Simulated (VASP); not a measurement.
# MgO (Fm-3m) in VASP: notebook, part 2 of 2

VASP 6.6.1.

### Step 4. G0W0 quasiparticle levels, PBE

File POSCAR:

```
MgO
1.0
    0.0000000000      2.1055000000      2.1055000000
    2.1055000000      0.0000000000      2.1055000000
    2.1055000000      2.1055000000      0.0000000000
Mg O
1 1
Direct
    0.0000000000      0.0000000000      0.0000000000
    0.5000000000      0.5000000000      0.5000000000
```

File INCAR.step1:

```
SYSTEM = MgO
PREC = Accurate
ENCUT = 500
EDIFF = 1E-8
ISMEAR = 0
SIGMA = 0.01
LREAL = .False.
LASPH = .True.
NELM = 100
ALGO = Normal
LWAVE = .True.
LCHARG = .False.
GGA = PE
```

File INCAR.step2:

```
SYSTEM = MgO
PREC = Accurate
ENCUT = 500
EDIFF = 1E-8
ISMEAR = 0
SIGMA = 0.01
LREAL = .False.
LASPH = .True.
NELM = 1
ALGO = Exact
LWAVE = .True.
LCHARG = .False.
GGA = PE
NBANDS = 34
LOPTICS = .True.
ISTART = 1
```

File INCAR.step3:

```
SYSTEM = MgO
PREC = Accurate
ENCUT = 500
EDIFF = 1E-8
ISMEAR = 0
SIGMA = 0.01
LREAL = .False.
LASPH = .True.
ALGO = EVGW0
LWAVE = .False.
LCHARG = .False.
GGA = PE
NELMGW = 1
NBANDS = 34
ENCUTGW = 100.0
NOMEGA = 48
PRECFOCK = Fast
ISTART = 1
NBANDSGW = 12
```

File KPOINTS:

```
regular mesh
0
Gamma
  2 2 2
  0 0 0
```

Potentials or basis: VASP PAW PBE potentials, release 64 (Mg_GW, O_GW).

Command:

```bash
$ cat potpaw_PBE.64/Mg_GW/POTCAR potpaw_PBE.64/O_GW/POTCAR > POTCAR
$ cp INCAR.step1 INCAR
$ mpirun -np 1 vasp_std > vasp.out
$ cp INCAR.step2 INCAR
$ mpirun -np 1 vasp_std > vasp.out
$ cp INCAR.step3 INCAR
$ mpirun -np 1 vasp_std > vasp.out
```

OUTCAR:

```text
SYSTEM = MgO
   PREC = Accurate
   ENCUT = 500
   EDIFF = 1E-8
   ISMEAR = 0
   LREAL = .False.
   LASPH = .True.
   GGA = PE
   NELMGW = 1
   ENCUTGW = 100.0
   PRECFOCK = Fast
   ISTART = 1

 ion  position               nearest neighbor table
   1  0.000  0.000  0.000-   2 2.11   2 2.11   2 2.11   2 2.11   2 2.11   2 2.11
   2  0.500  0.500  0.500-   1 2.11   1 2.11   1 2.11   1 2.11   1 2.11   1 2.11

  LATTYP: Found a face centered cubic cell.
 ALAT       =     4.2110000000

  Lattice vectors:

 A1 = (   0.0000000000,   2.1055000000,   2.1055000000)
 A2 = (   2.1055000000,   0.0000000000,   2.1055000000)
 A3 = (   2.1055000000,   2.1055000000,   0.0000000000)

Analysis of symmetry for initial positions (statically):
=====================================================================
 Subroutine PRICEL returns:
 Original cell was already a primitive cell.

 Routine SETGRP: Setting up the symmetry group for a
 face centered cubic supercell.

 Subroutine GETGRP returns: Found 48 space group operations
 (whereof 48 operations were pure point group operations)
 out of a pool of 48 trial point group operations.

The static configuration has the point symmetry O_h .

Analysis of symmetry for dynamics (positions and initial velocities):
=====================================================================
 Subroutine PRICEL returns:
 Original cell was already a primitive cell.

 Routine SETGRP: Setting up the symmetry group for a
 face centered cubic supercell.

 Subroutine GETGRP returns: Found 48 space group operations
[... 98 lines left out ...]
   IALGO  =     38    algorithm
   IMIX   =      4    mixing-type and parameters
     AMIX     =   0.40;   BMIX     =  1.00
     AMIX_MAG =   1.60;   BMIX_MAG =  1.00
  volume/ion in A,a.u.               =       9.33        62.99
  Fermi-wavevector in a.u.,A,eV,Ry     =   1.234259  2.332411 20.727046  1.523395
  Thomas-Fermi vector in A             =   2.368956
   LORBIT       =      0    0 simple, 1 ext, 2 COOP (PROOUT), +10 PAW based schemes
   GGA     = PE    functional components
   LHFCALC =     T    Hartree Fock is set to
   PRECFOCK=fast      Normal, Fast or Accurate (Low or Medium for compatibility)
   ENCUT4O =  -1.0   cutoff for four orbital integrals eV
   NKREDX  =     1    reduce k-point grid by
   NKREDY  =     1    reduce k-point grid by
   NKREDZ  =     1    reduce k-point grid by
   AEXX    =    1.0000 exact exchange contribution
   HFSCREEN=    0.0000 screening length (either q_TF or 0.3 A-1)
   HFSCREENC=   0.0000 screening length for correlation (either q_TF or 0.3 A-1)
   ENCUTFOCK=  -1.0 apply spherical cutoff to Coloumb kernel
   IVDW    =     0    specifies the selected vdW correction
   LEPSILON=     F    determine dielectric tensor
   LRPA    =     F    only Hartree local field effects (RPA)
   LRPAFORCE           =     F    calculate RPA forces
   ENCUTGW             = 100.0    cutoff for response function in eV
   ENCUTGWSOFT         =  80.0    soft cutoff for Coulomb kernel in GW response function in eV
   ENCUTLF             =  -1.0    cutoff for local field effects
   NELMGW              =     1    number of iterations in solving QP/BSE equation
   NELMHF              =     1    number of iterations in the inner HF iteration
   NKREDLFX            =     1    NKREDLFY  =   1   NKREDLFZ  =   1
 non-spin polarized calculation
 Gauss-broadening in eV      SIGMA  =   0.01
  energy-cutoff  :      500.00
  volume of cell :       18.67
 maximum number of plane-waves:       476
 NGX is ok and might be reduce to    24
  NGX = 12; NGY = 12; NGZ = 12
   NGX = 11   NGY = 11   NGZ = 11
 maximum number of plane-waves:        51
 NGX is ok and might be reduce to    10

 QP shifts <psi_nk| G(iteration)W_0 |psi_nk>: iteration 1
 for sc-GW calculations column KS-energies equals QP-energies in previous step
 and V_xc(KS)=  KS-energies - (<T + V_ion + V_H > + <T+V_H+V_ion>^1  + <V_x>^1)

 k-point   1 :       0.0000    0.0000    0.0000
  band No.  KS-energies  QP-energies   sigma(KS)   V_xc(KS)     V^pw_x(r,r')   Z            occupation Imag(sigma)

      1     -13.6537     -16.0066     -21.0461     -18.0055     -29.7069       0.7738       2.0000       1.3045
      2       3.6850       2.8400     -20.7815     -19.6833     -25.9711       0.7694       2.0000       0.2468
      3       3.6850       2.8400     -20.7815     -19.6833     -25.9711       0.7694       2.0000       0.2468
      4       3.6850       2.8400     -20.7815     -19.6833     -25.9711       0.7694       2.0000       0.2468
      5       8.1678       9.1279     -10.9302     -12.1429      -6.4959       0.7917       0.0000      -0.2324
      6      19.0813      19.9256      -7.8296      -8.8994      -2.8153       0.7892       0.0000      -0.2298
      7      19.0813      19.9256      -7.8296      -8.8994      -2.8153       0.7892       0.0000      -0.2298
      8      19.0813      19.9256      -7.8296      -8.8994      -2.8153       0.7892       0.0000      -0.2298
      9      23.0907      23.1556      -7.4920      -7.5740      -1.4619       0.7910       0.0000      -0.8306
     10      24.7501      26.0022      -8.2179      -9.8061      -3.1631       0.7883       0.0000      -0.2612
     11      24.7501      26.0022      -8.2179      -9.8061      -3.1631       0.7883       0.0000      -0.2612
     12      27.2693      28.5497      -7.7967      -9.3913      -1.8157       0.8030       0.0000      -0.7894
[... 20 lines left out ...]
      1     -12.0409     -14.1619     -22.6867     -19.7807     -31.2760       0.7299       2.0000       1.1226
      2      -0.5795      -2.0117     -16.8642     -14.9960     -21.6574       0.7667       2.0000       0.2657
      3       2.2681       1.1990     -19.4398     -18.0417     -24.5446       0.7647       2.0000       0.2547
      4       2.2681       1.1990     -19.4398     -18.0417     -24.5446       0.7647       2.0000       0.2547
      5      12.4359      12.9783      -7.6701      -8.3484      -2.9064       0.7996       0.0000      -0.1979
      6      13.2245      14.2135      -8.2846      -9.5313      -3.5282       0.7933       0.0000      -0.2099
      7      16.6850      18.2231     -13.1760     -15.2067      -8.3598       0.7574       0.0000      -0.2915
      8      22.3234      23.8037     -10.4321     -12.3784      -4.7725       0.7606       0.0000      -0.4627
      9      22.3234      23.8037     -10.4321     -12.3784      -4.7725       0.7606       0.0000      -0.4627
     10      28.6235      30.2886      -9.4992     -11.5628      -3.8605       0.8068       0.0000      -0.6376
     11      30.0854      31.6860      -8.3270     -10.3349      -3.2041       0.7972       0.0000      -0.3473
     12      34.0310      34.9025      -7.2947      -8.3863      -1.4597       0.7984       0.0000      -0.7933
```

OUTCAR.step2:

```text
SYSTEM = MgO
   PREC = Accurate
   ENCUT = 500
   EDIFF = 1E-8
[... 590 lines left out ...]
  --------------------------------------------------------------------------------------------------------------
     0.00000     6.57546     6.57546     6.57546    -0.00000    -0.00000     0.00000
     1.08853     6.76038     6.76038     6.76038    -0.00000    -0.00000     0.00000
     2.17706     7.46449     7.46449     7.46449    -0.00000    -0.00000     0.00000
     3.26559     9.63459     9.63459     9.63459    -0.00000    -0.00000     0.00000
     4.35412    30.64893    30.64893    30.64893    -0.00000    -0.00000     0.00000
     5.44265     0.98165     0.98165     0.98165    -0.00000    -0.00000     0.00000
[... 92 lines left out ...]
   106.67598     0.94028     0.94028     0.94028     0.00000    -0.00000    -0.00000
   107.76451     0.94163     0.94163     0.94163     0.00000    -0.00000    -0.00000
```

It took 4.6 s on 1 thread of Intel Xeon 6975P-C (Granite Rapids), shared host; peak memory 0.14 GiB.

Results:

| Property | Result |
| --- | --- |
| Quasiparticle gap | 6.29 eV |
| Least direct quasiparticle gap | 6.29 eV |
| Band gap of the starting levels on the mesh | 4.48 eV |
| Least direct gap of the starting levels on the mesh | 4.48 eV |

Caveat: the k points lie up to 1.29 Å⁻¹ apart, too coarse for converged energies, forces and pressures; bands, screening cutoff and mesh are small and nothing is extrapolated, so the quasiparticle values aren't converged.
